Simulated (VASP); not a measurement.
# GaGe: single point with BLYP

The system is GaGe.

```
Ge Ga
1.0
     0.00000    2.89784    2.89784
     2.89784    0.00000    2.89784
     2.89784    2.89784    0.00000
Ge Ga
1 1
Direct
  0.00000 0.00000 0.00000
  0.25000 0.25000 0.25000
```

```json
{
  "Program": "VASP 6.6.1",
  "Task": "single point",
  "Functional": "BLYP",
  "Potentials or basis": "VASP PAW PBE potentials, release 64 (Ge_d, Ga_d)",
  "Cutoff": "520 eV",
  "k mesh": "8 × 8 × 8",
  "Occupations": "fermi-dirac, width 0.05 eV",
  "Spin": "no spin polarisation",
  "Dipole correction": "no",
  "Further INCAR settings": "ALGO = Normal; EDIFF = 1e-06; NBANDS = 20"
}
```

- Pressure: 3.4 GPa

Levels at points of the mesh, in eV from the Fermi level:
```csv
k point,band 12,band 13,band 14,band 15,band 16,band 17
"(0.00, 0.00, 0.00)",1.66,1.66,1.66,1.85,4.37,4.37
"(0.50, 0.00, 0.00)",-5.36,0.37,0.37,2.03,5.42,5.42
"(0.50, 0.50, 0.00)",-5.86,-1.23,-1.23,2.50,2.56,10.89
```

It took 19 s on 1 thread of Intel(R) Xeon(R) 6975P-C (Granite Rapids), on a shared host, peak memory 0.17 GiB.

Caveat: the PAW data sets were made with another functional, which shifts forces and pressure a little.
